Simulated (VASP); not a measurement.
# W12C12Br in VASP: single point with PBEsol

Aim: the single point of W12C12Br with PBEsol.

All numbers are computed with VASP 6.6.1; they aren't measurements. Logs are shortened: lines on timing, memory, paths and dates and some standing lists are left out, and cuts for length are marked.

### Step 1. The cell of the first run

The cell holds a slab with vacuum, 25 atoms: a = 5.761 Å, b = 5.641 Å, c = 17.653 Å, α = 90.00°, β = 90.00°, γ = 90.00°.

### Step 2. Single point, PBEsol

INCAR reads:

```
SYSTEM = W12C12Br
PREC     = Accurate       ! precision mode
ENCUT    = 520            ! plane-wave cutoff, eV
EDIFF    = 1E-7           ! SCF threshold, eV
ISMEAR   = -1             ! smearing method
SIGMA    = 0.05           ! smearing width, eV
LREAL    = Auto         
LASPH    = .True.         ! aspherical terms in the spheres
NELM     = 60             ! most SCF steps
ALGO     = Normal         ! electronic algorithm
ISIF     = 2              ! what is computed and relaxed
LWAVE    = .False.        ! write WAVECAR
LCHARG   = .False.        ! write CHGCAR
GGA      = PS             ! functional
NBANDS   = 130            ! bands
```

KPOINTS reads:

```
regular mesh
0
Gamma
  2 2 1
  0 0 0
```

POSCAR reads:

```
W12C12Br
1.0
    5.7612600000      0.0000000000      0.0000000000
    0.0000000000      5.6406800000      0.0000000000
    0.0000000000      0.0000000000     17.6525300000
W C Br
12 12 1
Direct
    0.0000000000      0.0000000000      0.0566491000
    0.2503671880      0.0007458226      0.1932934556
    0.0057623246     -0.0012636988      0.3362126210
    0.0000000000      0.5000000000      0.0566491000
    0.2503701240      0.4993642294      0.1932933199
    0.0057562005      0.5012539699      0.3362018105
    0.5000000000      0.0000000000      0.0566491000
    0.7496561046      0.0001462196      0.1973320805
    0.4909940939     -0.0004087365      0.3411338820
    0.5000000000      0.5000000000      0.0566491000
    0.7496570784      0.4998342650      0.1973309169
    0.4910127074      0.5004923109      0.3411416349
   -0.0037139222      0.2500138753      0.1450413519
    0.2451571425      0.2500381204      0.2861004756
   -0.0207166806      0.2500133919      0.4209031252
   -0.0015140693      0.7500163391      0.1445729608
    0.2538265808      0.7500312658      0.2840232685
    0.2170429291      0.7499549932      0.4086076646
    0.5028259158      0.2500144722      0.1450054737
    0.7457083681      0.2499881250      0.2915335791
    0.4322022292      0.2500724213      0.4222980050
    0.5034107697      0.7500161194      0.1451017129
    0.7564887377      0.7500105809      0.2938684728
    0.4370197828      0.7501266670      0.4303211648
    0.2260582432      0.2498919861      0.5041218776
```

Potentials or basis: VASP PAW PBE potentials, release 64 (W_sv, C, Br).

Launch:

```
> cat potpaw_PBE.64/W_sv/POTCAR potpaw_PBE.64/C/POTCAR potpaw_PBE.64/Br/POTCAR > POTCAR
> mpirun -np 1 vasp_std > vasp.out
```

OUTCAR:

```text
SYSTEM = W12C12Br
   PREC = Accurate
   ENCUT = 520
   EDIFF = 1E-7
   ISMEAR = -1
   LREAL = Auto
   LASPH = .True.
   NELM = 60
   ISIF = 2
   GGA = PS

 ion  position               nearest neighbor table
   1  0.000  0.000  0.057-  16 2.10  13 2.10   2 2.81   4 2.82   4 2.82   8 2.87   7 2.88   7 2.88

   2  0.250  0.001  0.193-  17 2.14  14 2.16  19 2.20  13 2.20  16 2.20  22 2.20   7 2.81   1 2.81
                             5 2.81   5 2.83   8 2.88   8 2.89   3 2.89   9 2.96
   3  0.006  0.999  0.336-  15 2.07  23 2.14  14 2.17  17 2.20  20 2.21  18 2.25   9 2.80   6 2.81
                             6 2.83   8 2.86   2 2.89   9 2.97
   4  0.000  0.500  0.057-  16 2.10  13 2.10   5 2.81   1 2.82   1 2.82  11 2.87  10 2.88  10 2.88

   5  0.250  0.499  0.193-  17 2.14  14 2.16  19 2.20  16 2.20  13 2.20  22 2.20  10 2.81   4 2.81
                             2 2.81   2 2.83  11 2.88  11 2.89   6 2.89  12 2.96
   6  0.006  0.501  0.336-  15 2.07  23 2.14  14 2.17  17 2.20  20 2.21  18 2.25  12 2.80   3 2.81
                             3 2.83  11 2.86   5 2.89  12 2.97
   7  0.500  0.000  0.057-  19 2.10  22 2.10   2 2.81  10 2.82  10 2.82   8 2.87   1 2.88   1 2.88

   8  0.750  0.000  0.197-  20 2.18  22 2.20  13 2.20  19 2.20  23 2.21  16 2.22  11 2.82  11 2.82
                             3 2.86   7 2.87   1 2.87   2 2.88   2 2.89   9 2.94
   9  0.491  1.000  0.341-  21 2.04  24 2.13  17 2.21  20 2.22  14 2.22  23 2.24  18 2.43   3 2.80
                            12 2.82  12 2.83   8 2.94   2 2.96   3 2.97
  10  0.500  0.500  0.057-  19 2.10  22 2.10   5 2.81   7 2.82   7 2.82  11 2.87   4 2.88   4 2.88

  11  0.750  0.500  0.197-  20 2.18  22 2.20  13 2.20  19 2.20  23 2.21  16 2.22   8 2.82   8 2.82
                             6 2.86  10 2.87   4 2.87   5 2.88   5 2.89  12 2.94
  12  0.491  0.500  0.341-  21 2.04  24 2.13  17 2.21  20 2.22  14 2.22  23 2.24  18 2.43   6 2.80
                             9 2.82   9 2.83  11 2.94   5 2.96   6 2.97
  13  0.996  0.250  0.145-   4 2.10   1 2.10   2 2.20   5 2.20  11 2.20   8 2.20
  14  0.245  0.250  0.286-   2 2.16   5 2.16   6 2.17   3 2.17   9 2.22  12 2.22
  15  0.979  0.250  0.421-  25 2.04   6 2.07   3 2.07
  16  0.998  0.750  0.145-   1 2.10   4 2.10   5 2.20   2 2.20   8 2.22  11 2.22
  17  0.254  0.750  0.284-   5 2.14   2 2.14   3 2.20   6 2.20   9 2.21  12 2.21
  18  0.217  0.750  0.409-  24 1.32   6 2.25   3 2.25  12 2.43   9 2.43
  19  0.503  0.250  0.145-  10 2.10   7 2.10   2 2.20   5 2.20  11 2.20   8 2.20
  20  0.746  0.250  0.292-   8 2.18  11 2.18   6 2.21   3 2.21   9 2.22  12 2.22
  21  0.432  0.250  0.422-  25 1.87  12 2.04   9 2.04
  22  0.503  0.750  0.145-   7 2.10  10 2.10   5 2.20   2 2.20   8 2.20  11 2.20
  23  0.756  0.750  0.294-   3 2.14   6 2.14   8 2.21  11 2.21  12 2.24   9 2.24
  24  0.437  0.750  0.430-  18 1.32   9 2.13  12 2.13
  25  0.226  0.250  0.504-  21 1.87  15 2.04

  LATTYP: Found a simple orthorhombic cell.
 ALAT       =     5.6406800000
 B/A-ratio  =     1.0213768553
 C/A-ratio  =     3.1295038896

  Lattice vectors:
[... 169 lines left out ...]
   EMIN   =  10.00;   EMAX   =-10.00  energy-range for DOS
   EFERMI =   0.00;   METHOD = LEGACY
   ISMEAR =    -1;   SIGMA  =   0.05  broadening in eV -4-tet -1-fermi 0-gaus
   EFERMI_NEDOS =   21; number of points for ismear=-14 and -15
   IALGO  =     38    algorithm
   IMIX   =      4    mixing-type and parameters
     AMIX     =   0.40;   BMIX     =  1.00
     AMIX_MAG =   1.60;   BMIX_MAG =  1.00
  volume/ion in A,a.u.               =      22.95       154.85
  Fermi-wavevector in a.u.,A,eV,Ry     =   1.194789  2.257824 19.422593  1.427520
  Thomas-Fermi vector in A             =   2.330770
   LORBIT       =      0    0 simple, 1 ext, 2 COOP (PROOUT), +10 PAW based schemes
   GGA     = PS    functional components
   LHFCALC =     F    Hartree Fock is set to
   AEXX    =    0.0000 exact exchange contribution
   IVDW    =     0    specifies the selected vdW correction
   LEPSILON=     F    determine dielectric tensor
   LRPA    =     F    only Hartree local field effects (RPA)
 non-spin polarized calculation
  energy-cutoff  :      520.00
  volume of cell :      573.66
 maximum number of plane-waves:     15473
 NGX is ok and might be reduce to    48
   NGX = 21   NGY = 21   NGZ = 65

 number of electron     222.9999976 magnetization

 Free energy of the ion-electron system (eV)
  ---------------------------------------------------
  ext. energy  EPLUGINS =         0.00000000
  ---------------------------------------------------
  free energy    TOTEN  =      -264.71061865 eV

  energy without entropy =     -264.58073155  energy(sigma->0) =     -264.64567510

 E-fermi :   2.7384     XC(G=0):  -7.6390

 val. band max:        2.7340722631   @ k =   0.5000   0.0000   0.0000
 cond. band min:       2.7400998705   @ k =   0.5000   0.0000   0.0000
 fundamental gap:      0.0060276074
 Fermi energy:         2.7383565908

 k-point     1 :       0.0000    0.0000    0.0000
  band No.  band energies     occupation
      1     -71.4999      2.00000
      2     -71.4563      2.00000
      3     -71.4143      2.00000
      4     -71.3992      2.00000
      5     -71.3712      2.00000
      6     -71.3702      2.00000
[... 493 lines left out ...]
    122       3.4760      0.00000
    123       3.6855      0.00000
 [bands above 123 left out]

------------------------ aborting loop because EDIFF is reached ----------------------------------------

  FORCE on cell =-STRESS in cart. coord.  units (eV):
  Direction    XX          YY          ZZ          XY          YZ          ZX
  --------------------------------------------------------------------------------------
  -------------------------------------------------------------------------------------
  Total       -5.5356617     -7.3113779      1.5391279     -0.0044055     -0.0092072      0.0452426
  in kB      -15.4605246    -20.4199145      4.2986233     -0.0123041     -0.0257148      0.1263577
  external PRESSURE =     -10.5272719 kB  Pullay stress =       0.0000000 kB

 VOLUME and BASIS-vectors are now :
 -----------------------------------------------------------------------------
  energy-cutoff  :      520.00
  volume of cell :      573.66
      direct lattice vectors                 reciprocal lattice vectors
     5.761260000  0.000000000  0.000000000     0.173573142  0.000000000  0.000000000
     0.000000000  5.640680000  0.000000000     0.000000000  0.177283590  0.000000000
     0.000000000  0.000000000 17.652530000     0.000000000  0.000000000  0.056649104

 POSITION                                       TOTAL-FORCE (eV/Angst)
 -----------------------------------------------------------------------------------
      0.00000      0.00000      1.00000        -0.188891      0.000949      0.011108
      1.44243      0.00421      3.41212        -0.001347     -0.001706      0.001240
      0.03320      5.63355      5.93500        -0.024820     -0.007994      0.017971
      0.00000      2.82034      1.00000        -0.188878      0.000866      0.010657
      1.44245      2.81675      3.41212        -0.001394     -0.008078      0.000505
      0.03316      2.82741      5.93481        -0.021375      0.013982      0.025284
[... 17 lines left out ...]
      2.51778      4.23122      7.59626         0.084082     -0.006042      0.097243
      1.30238      1.40956      8.89903         0.025838      0.003520      0.013623
 -----------------------------------------------------------------------------------
    total drift:                               -0.003274     -0.002046      0.012246

  FREE ENERGIE OF THE ION-ELECTRON SYSTEM (eV)
  ---------------------------------------------------
  free  energy   TOTEN  =      -264.7106186473 eV

  energy  without entropy=     -264.5807315506  energy(sigma->0) =     -264.64567510
```

Run time: 54 min. Hardware: 1 thread of Intel Xeon 8259CL, shared host; peak memory 0.7 GiB.

What came out:

```
Free energy            : -264.7106 eV
Largest force          : 0.237 eV/Å
Band gap on the k mesh : zero (an odd number of electrons rules out a gap without spin polarisation)
```

Forces on the atoms (eV/Å):
```
W   -0.189  0.001  0.011
W   -0.001 -0.002  0.001
W   -0.025 -0.008  0.018
W   -0.189  0.001  0.011
W   -0.001 -0.008  0.001
W   -0.021  0.014  0.025
W    0.187  0.003 -0.146
W   -0.008  0.004  0.007
W    0.031  0.021  0.015
W    0.187 -0.001 -0.146
W   -0.008  0.002  0.007
W    0.027 -0.020  0.013
C    0.006  0.000  0.000
C    0.009  0.000 -0.003
C   -0.007 -0.001  0.079
C   -0.001 -0.001 -0.008
C    0.000  0.000 -0.024
C   -0.088  0.001  0.000
C    0.005  0.000  0.005
C    0.002  0.002  0.003
C   -0.033 -0.004  0.037
C    0.001  0.000  0.002
C    0.006  0.000 -0.019
C    0.084 -0.006  0.097
Br   0.026  0.004  0.014
```

Caveat: the k points lie up to 0.56 Å⁻¹ apart, too coarse for converged energies and pressures of a metal; there is no dipole correction, which matters where the two faces differ; the PAW data sets were made with another functional, which shifts forces and pressure a little; spin-orbit coupling is left out, which moves the levels of the heavy elements; an odd number of electrons without spin polarisation forces a metal; a magnetic or distorted state may lie lower.
